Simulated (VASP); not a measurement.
# As (R-3m) in VASP: settings compared, part 2 of 3

VASP 6.6.1.

## 4. Single point, PBE

This run uses another cell than the first one, of 17.45 Å³/atom.

INCAR

```
SYSTEM = As
  ALGO = Normal
  EDIFF = 1E-6
  ENCUT = 510
  GGA = PE
  GGA_COMPAT = .False.
  ISIF = 2
  ISMEAR = -1
  LASPH = .True.
  LCHARG = .False.
  LREAL = .False.
  LWAVE = .False.
  NBANDS = 22
  NELM = 120
  PREC = Accurate
  SIGMA = 0.05
```

KPOINTS

```
k-points
0
Gamma
  9 9 9
  0 0 0
```

POSCAR

```
As
1.0
    1.8199656780      1.0507576741      3.0417182595
   -1.8199656780      1.0507576741      3.0417182595
    0.0000000000     -2.1015153483      3.0417182594
As
2
Direct
    0.2384494355      0.2384494355      0.2384494355
    0.7615505645      0.7615505645      0.7615505645
```

Potentials or basis: VASP PAW PBE potentials, release 64 (As_d).

The run is started by

```
cat potpaw_PBE.64/As_d/POTCAR > POTCAR
mpirun -np 1 vasp_std > vasp.out
```

OUTCAR:

```text
SYSTEM = As
   EDIFF = 1E-6
   ENCUT = 510
   GGA = PE
   ISIF = 2
   ISMEAR = -1
   LASPH = .True.
   LREAL = .False.
   NELM = 120
   PREC = Accurate

 ion  position               nearest neighbor table
   1  0.238  0.238  0.238-   2 2.48   2 2.48   2 2.48   2 2.72   2 2.72   2 2.72
   2  0.762  0.762  0.762-   1 2.48   1 2.48   1 2.48   1 2.72   1 2.72   1 2.72

  LATTYP: Found a trigonal (rhomboedric) cell.
 ALAT       =     3.6970821913
 COS(alpha) =     0.5153388816

  Lattice vectors:

 A1 = (   1.8199656780,   1.0507576741,   3.0417182595)
 A2 = (  -1.8199656780,   1.0507576741,   3.0417182595)
 A3 = (   0.0000000000,  -2.1015153483,   3.0417182594)

Analysis of symmetry for initial positions (statically):
=====================================================================
 Subroutine PRICEL returns:
 Original cell was already a primitive cell.

 Routine SETGRP: Setting up the symmetry group for a
 trigonal (rhombohedral) supercell.

 Subroutine GETGRP returns: Found 12 space group operations
 (whereof 12 operations were pure point group operations)
 out of a pool of 12 trial point group operations.

The static configuration has the point symmetry D_3d.

Analysis of symmetry for dynamics (positions and initial velocities):
=====================================================================
 Subroutine PRICEL returns:
 Original cell was already a primitive cell.

 Routine SETGRP: Setting up the symmetry group for a
 trigonal (rhombohedral) supercell.

 Subroutine GETGRP returns: Found 12 space group operations
 (whereof 12 operations were pure point group operations)
 out of a pool of 12 trial point group operations.

The dynamic configuration has the point symmetry D_3d.

 Subroutine INISYM returns: Found 12 space group operations
 (whereof 12 operations are pure point group operations),
 and found     1 'primitive' translations

[... 108 lines left out ...]
   EFERMI =   0.00;   METHOD = LEGACY
   ISMEAR =    -1;   SIGMA  =   0.05  broadening in eV -4-tet -1-fermi 0-gaus
   EFERMI_NEDOS =   21; number of points for ismear=-14 and -15
   IALGO  =     38    algorithm
   IMIX   =      4    mixing-type and parameters
     AMIX     =   0.40;   BMIX     =  1.00
     AMIX_MAG =   1.60;   BMIX_MAG =  1.00
  volume/ion in A,a.u.               =      17.45       117.76
  Fermi-wavevector in a.u.,A,eV,Ry     =   1.556575  2.941499 32.965885  2.422924
  Thomas-Fermi vector in A             =   2.660350
   LORBIT       =      0    0 simple, 1 ext, 2 COOP (PROOUT), +10 PAW based schemes
   GGA     = PE    functional components
   LHFCALC =     F    Hartree Fock is set to
   AEXX    =    0.0000 exact exchange contribution
   IVDW    =     0    specifies the selected vdW correction
   LEPSILON=     F    determine dielectric tensor
   LRPA    =     F    only Hartree local field effects (RPA)
 non-spin polarized calculation
  energy-cutoff  :      510.00
  volume of cell :       34.90
 maximum number of plane-waves:       923
   NGX = 13   NGY = 13   NGZ = 13

 number of electron      30.0000013 magnetization

 Free energy of the ion-electron system (eV)
  ---------------------------------------------------
  ext. energy  EPLUGINS =         0.00000000
  ---------------------------------------------------
  free energy    TOTEN  =        -8.88343611 eV

  energy without entropy =       -8.88115386  energy(sigma->0) =       -8.88229498

 E-fermi :   5.6990     XC(G=0): -11.8207

 val. band max:        5.6498081897   @ k =   0.4444   0.3333   0.3333
 cond. band min:       5.7224593531   @ k =   0.4444  -0.0000   0.0000
 fundamental gap:      0.0726511634
 Fermi energy:         5.6989531588

 k-point     1 :       0.0000    0.0000    0.0000
  band No.  band energies     occupation
      1     -30.7456      2.00000
      2     -30.7456      2.00000
      3     -30.6735      2.00000
      4     -30.6735      2.00000
      5     -30.6576      2.00000
      6     -30.5770      2.00000
[... 589 lines left out ...]
     21      19.5801      0.00000
     22      21.2791      0.00000

 [... further k-points ...]

------------------------ aborting loop because EDIFF is reached ----------------------------------------

  FORCE on cell =-STRESS in cart. coord.  units (eV):
  Direction    XX          YY          ZZ          XY          YZ          ZX
  --------------------------------------------------------------------------------------
  -------------------------------------------------------------------------------------
  Total        4.4099902      4.4099902      4.4105086      0.0000000      0.0000000      0.0000000
  in kB      202.4474005    202.4474005    202.4711963      0.0000000      0.0000000      0.0000000
  external PRESSURE =     202.4553324 kB  Pullay stress =       0.0000000 kB

 VOLUME and BASIS-vectors are now :
 -----------------------------------------------------------------------------
  energy-cutoff  :      510.00
  volume of cell :       34.90
      direct lattice vectors                 reciprocal lattice vectors
     1.819965678  1.050757674  3.041718260     0.274730456  0.158615703  0.109587182
    -1.819965678  1.050757674  3.041718260    -0.274730456  0.158615703  0.109587182
     0.000000000 -2.101515348  3.041718259     0.000000000 -0.317231405  0.109587182

 POSITION                                       TOTAL-FORCE (eV/Angst)
 -----------------------------------------------------------------------------------
      0.00000     -0.00000      2.17589         0.000000     -0.000000      0.003628
      0.00000     -0.00000      6.94927         0.000000      0.000000     -0.003628
 -----------------------------------------------------------------------------------
    total drift:                               -0.000000      0.000000     -0.000000

  FREE ENERGIE OF THE ION-ELECTRON SYSTEM (eV)
  ---------------------------------------------------
  free  energy   TOTEN  =        -8.8834361052 eV

  energy  without entropy=       -8.8811538629  energy(sigma->0) =       -8.88229498
```

OSZICAR:

```text
N       E                     dE             d eps       ncg     rms          rms(c)
DAV:   1     0.182948737419E+03    0.18295E+03   -0.12440E+04  5052   0.677E+03
DAV:   2     0.159202448436E+02   -0.16703E+03   -0.15886E+03  3800   0.828E+02
DAV:   3    -0.790904425215E+01   -0.23829E+02   -0.23393E+02  4124   0.140E+02
DAV:   4    -0.889089815266E+01   -0.98185E+00   -0.98037E+00  4312   0.329E+01
DAV:   5    -0.890615479505E+01   -0.15257E-01   -0.15256E-01  4234   0.493E+00    0.477E+00
DAV:   6    -0.889095734313E+01    0.15197E-01   -0.67382E-03  4584   0.110E+00    0.283E+00
DAV:   7    -0.888325603920E+01    0.77013E-02   -0.10490E-02  5436   0.981E-01    0.123E-01
DAV:   8    -0.888341735607E+01   -0.16132E-03   -0.43293E-04  4818   0.312E-01    0.184E-02
DAV:   9    -0.888343484357E+01   -0.17488E-04   -0.23026E-05  4322   0.475E-02    0.553E-03
DAV:  10    -0.888343632401E+01   -0.14804E-05   -0.47124E-06  5356   0.431E-02    0.200E-03
DAV:  11    -0.888343610523E+01    0.21878E-06   -0.34688E-07  2830   0.125E-02
   1 F= -.88834361E+01 E0= -.88822950E+01  d E =-.228224E-02
```

Wall time 24 s (1 thread of Intel Xeon 6975P-C (Granite Rapids), shared host); peak memory 0.18 GiB.

Results:

```
Free energy            : -8.8834 eV
Pressure               : 20.2 GPa
Largest force          : 0.004 eV/Å
Band gap on the k mesh : zero (bands 15 and 16 overlap by 0.80 eV)
```

Forces on the atoms (eV/Å):
```
As   0.000  0.000  0.004
As   0.000  0.000 -0.004
```

Levels at points of the mesh, in eV from the Fermi level:
| k point | band 13 | band 14 | band 15 | band 16 | band 17 | band 18 |
| --- | --- | --- | --- | --- | --- | --- |
| (0.00, 0.00, 0.00) | -2.45 | -2.37 | -2.37 | 3.39 | 4.03 | 4.03 |

Caveat: the cell stands under pressure.

## 5. Single point, r2SCANh

POSCAR

```
As
1.0
    1.8807968987      1.0858785957      3.5140619945
   -1.8807968987      1.0858785957      3.5140619945
    0.0000000000     -2.1717571915      3.5140619945
As
2
Direct
    0.2260000000      0.2260000000      0.2260000000
    0.7740000000      0.7740000000      0.7740000000
```

INCAR.step1

```
PREC = Accurate ; ENCUT = 520
EDIFF = 1E-5 ; ISMEAR = -1
SIGMA = 0.05 ; LREAL = False
LASPH = True ; NELM = 60
ALGO = Normal ; ISIF = 2
LWAVE = True ; LCHARG = False
GGA = PE ; NBANDS = 12
```

INCAR.step2

```
PREC = Accurate ; ENCUT = 520
EDIFF = 1E-6 ; ISMEAR = -1
SIGMA = 0.05 ; LREAL = False
LASPH = True ; NELM = 60
ALGO = Normal ; ISIF = 2
LWAVE = False ; LCHARG = False
METAGGA = R2SCAN ; LHFCALC = True
AEXX = 0.1 ; LMIXTAU = True
PRECFOCK = Normal ; ISTART = 1
NBANDS = 12
```

KPOINTS

```
Automatic mesh
0
Gamma
  5 5 5
```

Potentials or basis: VASP PAW PBE potentials, release 64 (As).

The run is started by

```
cat potpaw_PBE.64/As/POTCAR > POTCAR
cp INCAR.step1 INCAR
mpirun -np 1 vasp_std > vasp.out
cp INCAR.step2 INCAR
mpirun -np 1 vasp_std > vasp.out
```

OUTCAR:

```text
PREC = Accurate
   ENCUT = 520
   EDIFF = 1E-6
   ISMEAR = -1
   LREAL = False
   LASPH = True
   NELM = 60
   ISIF = 2
   METAGGA = R2SCAN
   LHFCALC = True
   AEXX = 0.1
   PRECFOCK = Normal
   ISTART = 1

 ion  position               nearest neighbor table
   1  0.226  0.226  0.226-   2 2.51   2 2.51   2 2.51
   2  0.774  0.774  0.774-   1 2.51   1 2.51   1 2.51

  LATTYP: Found a trigonal (rhomboedric) cell.
 ALAT       =     4.1310000000
 COS(alpha) =     0.5854247172

  Lattice vectors:

 A1 = (   1.8807968987,   1.0858785957,   3.5140619945)
 A2 = (  -1.8807968987,   1.0858785957,   3.5140619945)
 A3 = (   0.0000000000,  -2.1717571915,   3.5140619945)

Analysis of symmetry for initial positions (statically):
=====================================================================
 Subroutine PRICEL returns:
 Original cell was already a primitive cell.

 Routine SETGRP: Setting up the symmetry group for a
 trigonal (rhombohedral) supercell.

 Subroutine GETGRP returns: Found 12 space group operations
 (whereof 12 operations were pure point group operations)
 out of a pool of 12 trial point group operations.

The static configuration has the point symmetry D_3d.

Analysis of symmetry for dynamics (positions and initial velocities):
=====================================================================
 Subroutine PRICEL returns:
 Original cell was already a primitive cell.

 Routine SETGRP: Setting up the symmetry group for a
 trigonal (rhombohedral) supercell.

 Subroutine GETGRP returns: Found 12 space group operations
 (whereof 12 operations were pure point group operations)
 out of a pool of 12 trial point group operations.

The dynamic configuration has the point symmetry D_3d.

 Subroutine INISYM returns: Found 12 space group operations
 (whereof 12 operations are pure point group operations),
 and found     1 'primitive' translations

----------------------------------------------------------------------------------------

                                     Primitive cell

  volume of cell :      43.0610

  direct lattice vectors                    reciprocal lattice vectors
     1.880796899  1.085878596  3.514061995     0.265844760  0.153485544  0.094856987
    -1.880796899  1.085878596  3.514061995    -0.265844760  0.153485544  0.094856987
     0.000000000 -2.171757191  3.514061995     0.000000000 -0.306971087  0.094856987

  length of vectors
     4.131000000  4.131000000  4.131000000     0.321292852  0.321292852  0.321292852

  position of ions in fractional coordinates (direct lattice)
     0.226000000  0.226000000  0.226000000
     0.774000000  0.774000000  0.774000000

  ion indices of the primitive-cell ions
   primitive index   ion index
                 1           1
                 2           2

----------------------------------------------------------------------------------------

 KPOINTS: Automatic mesh

Automatic generation of k-mesh.
 Grid dimensions read from file:
[... 42 lines left out ...]
   number of dos      NEDOS =    301   number of ions     NIONS =      2
   total plane-waves  NPLWV =  32768
   dimension x,y,z NGX =    32 NGY =   32 NGZ =   32
   dimension x,y,z NGXF=    64 NGYF=   64 NGZF=   64
   ions per type =               2
   NGX,Y,Z   is equivalent  to a cutoff of  12.88, 12.88, 12.88 a.u.
   NGXF,Y,Z  is equivalent  to a cutoff of  25.76, 25.76, 25.76 a.u.
 SYSTEM =  unknown system
   PREC   = accura    normal or accurate (medium, high low for compatibility)
   ISTART =      1    job   : 0-new  1-cont  2-samecut
   ICHARG =      0    charge: 1-file 2-atom 10-const
   ISPIN  =      1    spin polarized calculation?
   LNONCOLLINEAR =      F non collinear calculations
   LSORBIT =      F    spin-orbit coupling
   LASPH  =      T    aspherical Exc in radial PAW
   ENCUT  =  520.0 eV  38.22 Ry    6.18 a.u.   7.68  7.68  7.68*2*pi/ulx,y,z
   NELM   =     60;   NELMIN=  2; NELMDL=  0     # of ELM steps
   EDIFF  = 0.1E-05   stopping-criterion for ELM
   LREAL  =      F    real-space projection
   EDIFFG = 0.1E-04   stopping-criterion for IOM
   NSW    =      0    number of steps for IOM
   IBRION =     -1    ionic relax: 0-MD 1-quasi-New 2-CG
   NFREE  =      0    steps in history (QN), initial steepest desc. (CG)
   ISIF   =      2    stress and relaxation
   ISYM   =      3    0-nonsym 1-usesym 2-fastsym
   POTIM  = 0.5000    time-step for ionic-motion
   TEBEG  =    0.0;   TEEND  =   0.0 temperature during run
   PSTRESS=    0.0 pullay stress
   NELECT =      10.0000    total number of electrons
   NUPDOWN=      -1.0000    fix difference up-down
   EMIN   =  10.00;   EMAX   =-10.00  energy-range for DOS
   EFERMI =   0.00;   METHOD = LEGACY
   ISMEAR =    -1;   SIGMA  =   0.05  broadening in eV -4-tet -1-fermi 0-gaus
   EFERMI_NEDOS =   21; number of points for ismear=-14 and -15
   IALGO  =     38    algorithm
   IMIX   =      1    mixing-type and parameters
     AMIX     =   0.40;   BMIX     =  1.00
     AMIX_MAG =   1.60;   BMIX_MAG =  1.00
  volume/ion in A,a.u.               =      21.53       145.29
  Fermi-wavevector in a.u.,A,eV,Ry     =   1.006268  1.901570 13.776916  1.012575
  Thomas-Fermi vector in A             =   2.138999
   LORBIT       =      0    0 simple, 1 ext, 2 COOP (PROOUT), +10 PAW based schemes
   METAGGA = R2SCAN    functional components
   LHFCALC =     T    Hartree Fock is set to
   PRECFOCK=normal    Normal, Fast or Accurate (Low or Medium for compatibility)
   ENCUT4O =  -1.0   cutoff for four orbital integrals eV
   NKREDX  =     1    reduce k-point grid by
   NKREDY  =     1    reduce k-point grid by
   NKREDZ  =     1    reduce k-point grid by
   AEXX    =    0.1000 exact exchange contribution
   HFSCREEN=    0.0000 screening length (either q_TF or 0.3 A-1)
   HFSCREENC=   0.0000 screening length for correlation (either q_TF or 0.3 A-1)
   ENCUTFOCK=  -1.0 apply spherical cutoff to Coloumb kernel
   IVDW    =     0    specifies the selected vdW correction
   LEPSILON=     F    determine dielectric tensor
   LRPA    =     F    only Hartree local field effects (RPA)
 non-spin polarized calculation
  energy-cutoff  :      520.00
  volume of cell :       43.06
 maximum number of plane-waves:      1169
  NGX = 24; NGY = 24; NGZ = 24

 number of electron      10.0000000 magnetization

 Free energy of the ion-electron system (eV)
  ---------------------------------------------------
  ext. energy  EPLUGINS =         0.00000000
  ---------------------------------------------------
  free energy    TOTEN  =       -28.72630369 eV

  energy without entropy =      -28.72537273  energy(sigma->0) =      -28.72583821

 E-fermi :   5.5663     XC(G=0):  -9.5079

 val. band max:        5.3709377839   @ k =   0.4000   0.2000   0.2000
 cond. band min:       5.7616037983   @ k =   0.4000   0.0000   0.0000
 fundamental gap:      0.3906660144
 Fermi energy:         5.5662579563

 k-point     1 :       0.0000    0.0000    0.0000
  band No.  band energies     occupation
      1     -11.2421      2.00000
      2      -0.9914      2.00000
      3       2.3536      2.00000
      4       2.7989      2.00000
      5       2.7989      2.00000
      6       7.2800      0.00000
      7       8.6428      0.00000
      8       8.6428      0.00000
      9      12.9511      0.00000
     10      12.9511      0.00000
     11      13.5747      0.00000
     12      14.9060      0.00000
[... 256 lines left out ...]
 k-point    19 :      -0.4000    0.4000    0.4000
  band No.  band energies     occupation
      1      -9.4072      2.00000
      2      -5.4467      2.00000
      3      -0.2144      2.00000
      4       2.0960      2.00000
      5       3.9504      2.00000
      6       7.7071      0.00000
      7       7.7913      0.00000
      8      10.3471      0.00000
      9      13.4773      0.00000
     10      15.4559      0.00000
     11      15.5058      0.00000
     12      18.3834      0.00000

------------------------ aborting loop because EDIFF is reached ----------------------------------------

  FORCE on cell =-STRESS in cart. coord.  units (eV):
  Direction    XX          YY          ZZ          XY          YZ          ZX
  --------------------------------------------------------------------------------------
  -------------------------------------------------------------------------------------
  Total        0.2722291      0.2722291      0.0135294     -0.0000000     -0.0000000      0.0000000
  in kB       10.1288773     10.1288773      0.5033925     -0.0000000     -0.0000000      0.0000000
  external PRESSURE =       6.9203824 kB  Pullay stress =       0.0000000 kB

 VOLUME and BASIS-vectors are now :
 -----------------------------------------------------------------------------
  energy-cutoff  :      520.00
  volume of cell :       43.06
      direct lattice vectors                 reciprocal lattice vectors
     1.880796899  1.085878596  3.514061995     0.265844760  0.153485544  0.094856987
    -1.880796899  1.085878596  3.514061995    -0.265844760  0.153485544  0.094856987
     0.000000000 -2.171757191  3.514061995     0.000000000 -0.306971087  0.094856987

 POSITION                                       TOTAL-FORCE (eV/Angst)
 -----------------------------------------------------------------------------------
      0.00000     -0.00000      2.38253         0.000000      0.000000     -0.075338
      0.00000     -0.00000      8.15965         0.000000     -0.000000      0.075338
 -----------------------------------------------------------------------------------
    total drift:                               -0.000000     -0.000000     -0.000000

  FREE ENERGIE OF THE ION-ELECTRON SYSTEM (eV)
  ---------------------------------------------------
  free  energy   TOTEN  =       -28.7263036946 eV

  energy  without entropy=      -28.7253727291  energy(sigma->0) =      -28.72583821
```

Run time: 26 min. Hardware: 1 thread of Intel Xeon 8259CL, shared host; peak memory 0.2 GiB.

What came out:

* Free energy: -28.7263 eV
* Pressure: 0.7 GPa
* Largest force: 0.075 eV/Å

Forces on the atoms (eV/Å):
```
As   0.000  0.000 -0.075
As   0.000  0.000  0.075
```

Stress tensor (GPa, compression positive):
```
1.01 0.00 0.00
0.00 1.01 0.00
0.00 0.00 0.05
```

Caveat: the PAW data sets were made with another functional, which shifts forces and pressure a little.

(Part 2 of 3 ends here.)

The gap in the log of VASP goes by the Fermi energy; the results here count the filled bands.